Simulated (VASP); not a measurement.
# CaO (Fm-3m) in VASP: notebook

CaO is run at these levels: PBEsol; tasks: single point, relaxation of cell and atoms.

All numbers are computed with VASP 6.6.1; they aren't measurements. Logs are shortened: lines on timing, memory, paths and dates and some standing lists are left out, and cuts for length are marked.

## (1) The cell of the first run

It takes space group Fm-3m (No. 225, cubic). The conventional cell has a = 4.767 Å, b = 4.767 Å, c = 4.767 Å, α = 90.00°, β = 90.00°, γ = 90.00°. Ca (site symmetry m-3m) has 6 O at 2.38 Å within 3.1 Å. Within 3.1 Å of O (site symmetry m-3m) lie 6 Ca at 2.38 Å.

## (2) Single point, PBEsol

Input file INCAR:

```
PREC = Accurate
ENCUT = 520
EDIFF = 1E-6
ISMEAR = 0
SIGMA = 0.2672
LREAL = False
LASPH = True
NELM = 60
ALGO = Normal
ISIF = 2
LWAVE = False
LCHARG = False
GGA = PS
NBANDS = 15
```

Input file KPOINTS:

```
Automatic mesh
0
Gamma
  10 10 10
```

Input file POSCAR:

```
CaO
1.0
    0.0000000000      2.3835684198      2.3835684198
    2.3835684198      0.0000000000      2.3835684198
    2.3835684198      2.3835684198      0.0000000000
Ca O
1 1
Direct
    0.0000000000      0.0000000000      0.0000000000
    0.5000000000      0.5000000000      0.5000000000
```

Potentials or basis: VASP PAW PBE potentials, release 64 (Ca_sv, O).

Started as:

```sh
$ cat potpaw_PBE.64/Ca_sv/POTCAR potpaw_PBE.64/O/POTCAR > POTCAR
$ mpirun -np 1 vasp_std > vasp.out
```

OUTCAR:

```text
PREC = Accurate
   ENCUT = 520
   EDIFF = 1E-6
   ISMEAR = 0
   LREAL = False
   LASPH = True
   NELM = 60
   ISIF = 2
   GGA = PS

 ion  position               nearest neighbor table
   1  0.000  0.000  0.000-   2 2.38   2 2.38   2 2.38   2 2.38   2 2.38   2 2.38
   2  0.500  0.500  0.500-   1 2.38   1 2.38   1 2.38   1 2.38   1 2.38   1 2.38

  LATTYP: Found a face centered cubic cell.
 ALAT       =     4.7671368396

  Lattice vectors:

 A1 = (   0.0000000000,   2.3835684198,   2.3835684198)
 A2 = (   2.3835684198,   0.0000000000,   2.3835684198)
 A3 = (   2.3835684198,   2.3835684198,   0.0000000000)

Analysis of symmetry for initial positions (statically):
=====================================================================
 Subroutine PRICEL returns:
 Original cell was already a primitive cell.

 Routine SETGRP: Setting up the symmetry group for a
 face centered cubic supercell.

 Subroutine GETGRP returns: Found 48 space group operations
 (whereof 48 operations were pure point group operations)
 out of a pool of 48 trial point group operations.

The static configuration has the point symmetry O_h .

Analysis of symmetry for dynamics (positions and initial velocities):
=====================================================================
 Subroutine PRICEL returns:
 Original cell was already a primitive cell.

 Routine SETGRP: Setting up the symmetry group for a
 face centered cubic supercell.

 Subroutine GETGRP returns: Found 48 space group operations
 (whereof 48 operations were pure point group operations)
 out of a pool of 48 trial point group operations.

The dynamic configuration has the point symmetry O_h .

 Subroutine INISYM returns: Found 48 space group operations
 (whereof 48 operations are pure point group operations),
 and found     1 'primitive' translations

----------------------------------------------------------------------------------------

                                     Primitive cell

  volume of cell :      27.0840

  direct lattice vectors                    reciprocal lattice vectors
     0.000000000  2.383568420  2.383568420    -0.209769519  0.209769519  0.209769519
     2.383568420  0.000000000  2.383568420     0.209769519 -0.209769519  0.209769519
     2.383568420  2.383568420  0.000000000     0.209769519  0.209769519 -0.209769519

  length of vectors
     3.370874786  3.370874786  3.370874786     0.363331464  0.363331464  0.363331464

  position of ions in fractional coordinates (direct lattice)
     0.000000000  0.000000000  0.000000000
     0.500000000  0.500000000  0.500000000

  ion indices of the primitive-cell ions
   primitive index   ion index
                 1           1
                 2           2

----------------------------------------------------------------------------------------

 KPOINTS: Automatic mesh

Automatic generation of k-mesh.
 Grid dimensions read from file:
 generate k-points for:   10   10   10

 Generating k-lattice:

  Cartesian coordinates                     Fractional coordinates (reciprocal lattice)
    -0.020976952  0.020976952  0.020976952     0.100000000  0.000000000  0.000000000
     0.020976952 -0.020976952  0.020976952     0.000000000  0.100000000  0.000000000
     0.020976952  0.020976952 -0.020976952     0.000000000  0.000000000  0.100000000

  Length of vectors
     0.036333146  0.036333146  0.036333146

  Shift w.r.t. Gamma in fractional coordinates (k-lattice)
     0.000000000  0.000000000  0.000000000

 Subroutine IBZKPT returns following result:
 ===========================================

 Found     47 irreducible k-points:

 Following reciprocal coordinates:
            Coordinates               Weight
  0.000000  0.000000  0.000000      1.000000
  0.100000  0.000000  0.000000      8.000000
  0.200000  0.000000  0.000000      8.000000
  0.300000  0.000000  0.000000      8.000000
  0.400000  0.000000  0.000000      8.000000
  0.500000  0.000000  0.000000      4.000000
[... 16 lines left out ...]
  0.300000  0.300000  0.000000      6.000000
  0.400000  0.300000  0.000000     24.000000
 [... further k-points ...]
   k-points           NKPTS =     47   k-points in BZ     NKDIM =     47   number of bands    NBANDS=     15
   number of dos      NEDOS =    301   number of ions     NIONS =      2
   total plane-waves  NPLWV =  21952
   dimension x,y,z NGX =    28 NGY =   28 NGZ =   28
   dimension x,y,z NGXF=    56 NGYF=   56 NGZF=   56
   ions per type =               1   1
   NGX,Y,Z   is equivalent  to a cutoff of  13.81, 13.81, 13.81 a.u.
   NGXF,Y,Z  is equivalent  to a cutoff of  27.62, 27.62, 27.62 a.u.
 SYSTEM =  unknown system
   PREC   = accura    normal or accurate (medium, high low for compatibility)
   ISTART =      0    job   : 0-new  1-cont  2-samecut
   ICHARG =      2    charge: 1-file 2-atom 10-const
   ISPIN  =      1    spin polarized calculation?
   LNONCOLLINEAR =      F non collinear calculations
   LSORBIT =      F    spin-orbit coupling
   LASPH  =      T    aspherical Exc in radial PAW
   ENCUT  =  520.0 eV  38.22 Ry    6.18 a.u.   6.27  6.27  6.27*2*pi/ulx,y,z
   NELM   =     60;   NELMIN=  2; NELMDL= -5     # of ELM steps
   EDIFF  = 0.1E-05   stopping-criterion for ELM
   LREAL  =      F    real-space projection
   EDIFFG = 0.1E-04   stopping-criterion for IOM
   NSW    =      0    number of steps for IOM
   IBRION =     -1    ionic relax: 0-MD 1-quasi-New 2-CG
   NFREE  =      0    steps in history (QN), initial steepest desc. (CG)
   ISIF   =      2    stress and relaxation
   ISYM   =      2    0-nonsym 1-usesym 2-fastsym
   POTIM  = 0.5000    time-step for ionic-motion
   TEBEG  =    0.0;   TEEND  =   0.0 temperature during run
   PSTRESS=    0.0 pullay stress
   NELECT =      16.0000    total number of electrons
   NUPDOWN=      -1.0000    fix difference up-down
   EMIN   =  10.00;   EMAX   =-10.00  energy-range for DOS
   EFERMI =   0.00;   METHOD = LEGACY
   ISMEAR =     0;   SIGMA  =   0.27  broadening in eV -4-tet -1-fermi 0-gaus
   EFERMI_NEDOS =   21; number of points for ismear=-14 and -15
   IALGO  =     38    algorithm
   IMIX   =      4    mixing-type and parameters
     AMIX     =   0.40;   BMIX     =  1.00
     AMIX_MAG =   1.60;   BMIX_MAG =  1.00
  volume/ion in A,a.u.               =      13.54        91.39
  Fermi-wavevector in a.u.,A,eV,Ry     =   1.373654  2.595829 25.673160  1.886924
  Thomas-Fermi vector in A             =   2.499151
   LORBIT       =      0    0 simple, 1 ext, 2 COOP (PROOUT), +10 PAW based schemes
   GGA     = PS    functional components
   LHFCALC =     F    Hartree Fock is set to
   AEXX    =    0.0000 exact exchange contribution
   IVDW    =     0    specifies the selected vdW correction
   LEPSILON=     F    determine dielectric tensor
   LRPA    =     F    only Hartree local field effects (RPA)
 non-spin polarized calculation
 Gauss-broadening in eV      SIGMA  =   0.27
  energy-cutoff  :      520.00
  volume of cell :       27.08
 maximum number of plane-waves:       745
 NGX is ok and might be reduce to    28
   NGX = 13   NGY = 13   NGZ = 13

 number of electron      15.9999997 magnetization

 Free energy of the ion-electron system (eV)
  ---------------------------------------------------
  ext. energy  EPLUGINS =         0.00000000
  ---------------------------------------------------
  free energy    TOTEN  =       -13.41078621 eV

  energy without entropy =      -13.41078621  energy(sigma->0) =      -13.41078621

 E-fermi :   3.4695     XC(G=0): -10.8588

 val. band max:        2.3363313534   @ k =   0.0000   0.0000   0.0000
 cond. band min:       5.8575939615   @ k =   0.5000   0.5000   0.0000
 fundamental gap:      3.5212626082
 Fermi energy:         3.4695166890

 k-point     1 :       0.0000    0.0000    0.0000
  band No.  band energies     occupation
      1     -34.9523      2.00000
      2     -15.7741      2.00000
      3     -15.7741      2.00000
      4     -15.7741      2.00000
      5     -13.1561      2.00000
      6       2.3363      2.00000
      7       2.3363      2.00000
      8       2.3363      2.00000
      9       7.0996      0.00000
     10       8.5857      0.00000
     11       8.5857      0.00000
     12       8.5857      0.00000
     13      10.1664      0.00000
     14      10.1664      0.00000
     15      17.3159      0.00000

 k-point     2 :       0.1000    0.0000    0.0000
  band No.  band energies     occupation
      1     -34.9410      2.00000
      2     -15.9434      2.00000
      3     -15.7799      2.00000
      4     -15.7799      2.00000
      5     -12.9807      2.00000
      6       1.9593      2.00000
      7       2.1882      2.00000
      8       2.1882      2.00000
      9       7.5676      0.00000
     10       8.5471      0.00000
     11       8.7656      0.00000
     12       8.7656      0.00000
     13      10.4208      0.00000
     14      10.4208      0.00000
     15      17.7556      0.00000

 k-point     3 :       0.2000    0.0000    0.0000
  band No.  band energies     occupation
      1     -34.9114      2.00000
      2     -16.3147      2.00000
      3     -15.7947      2.00000
      4     -15.7947      2.00000
      5     -12.5927      2.00000
      6       1.1553      2.00000
      7       1.8343      2.00000
      8       1.8343      2.00000
      9       8.4612      0.00000
     10       8.7357      0.00000
     11       9.2632      0.00000
     12       9.2632      0.00000
     13      11.0791      0.00000
     14      11.0791      0.00000
     15      18.4567      0.00000

 k-point     4 :       0.3000    0.0000    0.0000
  band No.  band energies     occupation
      1     -34.8744      2.00000
      2     -16.6901      2.00000
      3     -15.8130      2.00000
      4     -15.8130      2.00000
      5     -12.1945      2.00000
      6       0.3512      2.00000
      7       1.4485      2.00000
      8       1.4485      2.00000
      9       8.7650      0.00000
     10       9.8333      0.00000
     11       9.9494      0.00000
     12       9.9494      0.00000
     13      11.9140      0.00000
     14      11.9140      0.00000
     15      18.0846      0.00000
[... 307 lines left out ...]
 k-point    22 :      -0.2000    0.2000    0.0000
  band No.  band energies     occupation
      1     -34.8621      2.00000
      2     -16.6241      2.00000
      3     -15.9729      2.00000
      4     -15.8014      2.00000
      5     -12.2221      2.00000
      6       0.3523      2.00000
      7       1.2895      2.00000
      8       1.6956      2.00000
      9       8.5038      0.00000
     10       9.5791      0.00000
     11       9.7465      0.00000
     12      10.6187      0.00000
     13      12.1345      0.00000
     14      12.4479      0.00000
     15      18.5175      0.00000

 k-point    23 :       0.3000    0.3000    0.0000
  band No.  band energies     occupation
      1     -34.8504      2.00000
      2     -16.4470      2.00000
      3     -15.9419      2.00000
      4     -15.9419      2.00000
      5     -12.5675      2.00000
      6       0.5348      2.00000
      7       1.9894      2.00000
      8       1.9894      2.00000
      9       6.5906      0.00000
     10       9.5035      0.00000
     11      10.9351      0.00000
     12      11.0682      0.00000
     13      11.0682      0.00000
     14      12.9430      0.00000
     15      19.8012      0.00000

 k-point    24 :       0.4000    0.3000    0.0000
  band No.  band energies     occupation
      1     -34.8273      2.00000
      2     -16.5133      2.00000
      3     -15.9987      2.00000
      4     -15.9674      2.00000
      5     -12.5774      2.00000
      6       0.6108      2.00000
      7       1.7674      2.00000
      8       1.8729      2.00000
      9       6.5585      0.00000
     10      10.1049      0.00000
     11      11.2777      0.00000
     12      11.3802      0.00000
     13      11.5232      0.00000
     14      13.3233      0.00000
     15      18.1209      0.00000

 [... further k-points ...]

------------------------ aborting loop because EDIFF is reached ----------------------------------------

  FORCE on cell =-STRESS in cart. coord.  units (eV):
  Direction    XX          YY          ZZ          XY          YZ          ZX
  --------------------------------------------------------------------------------------
  -------------------------------------------------------------------------------------
  Total        0.1035912      0.1035912      0.1035912      0.0000000     -0.0000000      0.0000000
  in kB        6.1280238      6.1280238      6.1280238      0.0000000     -0.0000000      0.0000000
  external PRESSURE =       6.1280238 kB  Pullay stress =       0.0000000 kB

 VOLUME and BASIS-vectors are now :
 -----------------------------------------------------------------------------
  energy-cutoff  :      520.00
  volume of cell :       27.08
      direct lattice vectors                 reciprocal lattice vectors
     0.000000000  2.383568420  2.383568420    -0.209769519  0.209769519  0.209769519
     2.383568420  0.000000000  2.383568420     0.209769519 -0.209769519  0.209769519
     2.383568420  2.383568420  0.000000000     0.209769519  0.209769519 -0.209769519

 POSITION                                       TOTAL-FORCE (eV/Angst)
 -----------------------------------------------------------------------------------
      0.00000      0.00000      0.00000         0.000000     -0.000000      0.000000
      2.38357      2.38357      2.38357        -0.000000      0.000000     -0.000000
 -----------------------------------------------------------------------------------
    total drift:                                0.000000      0.000000      0.000000

  FREE ENERGIE OF THE ION-ELECTRON SYSTEM (eV)
  ---------------------------------------------------
  free  energy   TOTEN  =       -13.4107862098 eV

  energy  without entropy=      -13.4107862097  energy(sigma->0) =      -13.41078621
```

Wall time 52 s (1 thread of AMD EPYC 7R43 (Zen 3), shared host); peak memory 0.13 GiB.

Results:

```yaml
Free_energy: -13.4108 eV
Pressure: 0.6 GPa
Band_gap_on_the_k_mesh: 3.52 eV (least direct gap 3.89 eV)
```

Caveat: the PAW data sets were made with another functional, which shifts forces and pressure a little. A k mesh can miss the band edges.

## (3) Relaxation of cell and atoms, PBEsol

This run uses another cell than the first one, of 16.18 Å³/atom.

Input file INCAR:

```
SYSTEM = CaO
PREC     = Accurate       ! precision mode
ENCUT    = 600            ! plane-wave cutoff, eV
EDIFF    = 1E-6           ! SCF threshold, eV
ISMEAR   = 0              ! smearing method
SIGMA    = 0.2672         ! smearing width, eV
LREAL    = .FALSE.        ! projectors in reciprocal space
LASPH    = .TRUE.         ! aspherical terms in the spheres
NELM     = 60             ! most SCF steps
ALGO     = Normal         ! electronic algorithm
ISIF     = 3              ! what is computed and relaxed
LWAVE    = .FALSE.        ! write WAVECAR
LCHARG   = .FALSE.        ! write CHGCAR
GGA      = PS             ! functional
IBRION   = 2              ! ionic algorithm
NSW      = 80             ! ionic steps
EDIFFG   = -0.01          ! ionic threshold
```

Input file KPOINTS:

```
regular mesh
0
G
  10 10 10
  0 0 0
```

Input file POSCAR:

```
CaO
1.0
    0.0000000000      2.5293849300      2.5293849300
    2.5293849300      0.0000000000      2.5293849300
    2.5293849300      2.5293849300      0.0000000000
Ca O
1 1
Direct
    0.0000000000      0.0000000000      0.0000000000
    0.5000000000      0.5000000000      0.5000000000
```

Potentials or basis: VASP PAW PBE potentials, release 64 (Ca_sv, O).

Started as:

```sh
$ cat potpaw_PBE.64/Ca_sv/POTCAR potpaw_PBE.64/O/POTCAR > POTCAR
$ mpirun -np 1 vasp_std > vasp.out
```

It took 2 min on 1 thread of AMD EPYC 7R43 (Zen 3), shared host; peak memory 0.18 GiB.

It converged, with:

```yaml
Free_energy: -13.4212 eV
Relaxed_volume: 13.60 Å³/atom
Relaxed_cell: a = 3.376 Å, b = 3.376 Å, c = 3.376 Å, α = 60.00°, β = 60.00°, γ = 60.00°
Space_group_after_relaxing_to_0.1_Å: Fm-3m (No. 225)
Energy_gained_by_relaxing: 129.0 meV/atom
Ionic_steps: 3
Pressure_after_relaxing: 0.0 GPa
Band_gap_on_the_k_mesh: 3.53 eV (least direct gap 3.90 eV)
```

Step by step:
| step | energy change (eV) | largest force (eV/Å) | pressure (GPa) | volume (Å³) |
| --- | --- | --- | --- | --- |
| 1 | 0.0000 | 0.0000 | -13.73 | 32.36 |
| 2 | -0.2461 | 0.0000 | 4.29 | 26.29 |
| 3 | -0.2580 | 0.0000 | 0.04 | 27.20 |

Final structure:
```
Ca O
1.0
     0.00000    2.38695    2.38695
     2.38695    0.00000    2.38695
     2.38695    2.38695    0.00000
Ca O
1 1
Direct
  0.00000 0.00000 0.00000
  0.50000 0.50000 0.50000
```

Levels at points of the mesh, in eV from the valence-band top:
| k point | band 6 | band 7 | band 8 | band 9 | band 10 | band 11 |
| --- | --- | --- | --- | --- | --- | --- |
| (0.00, 0.00, 0.00) | 0.00 | 0.00 | 0.00 | 4.73 | 6.24 | 6.24 |
| (0.50, 0.00, 0.00) | -2.74 | -1.26 | -1.26 | 7.11 | 8.49 | 8.49 |
| (0.50, 0.50, 0.00) | -1.31 | -0.37 | -0.37 | 3.53 | 8.20 | 9.04 |

Caveat: the volume moved by over 15 % at a fixed basis, so the end points are rough; the PAW data sets were made with another functional, which shifts forces and pressure a little. As with any semilocal functional, this PBEsol gap is likely too small.
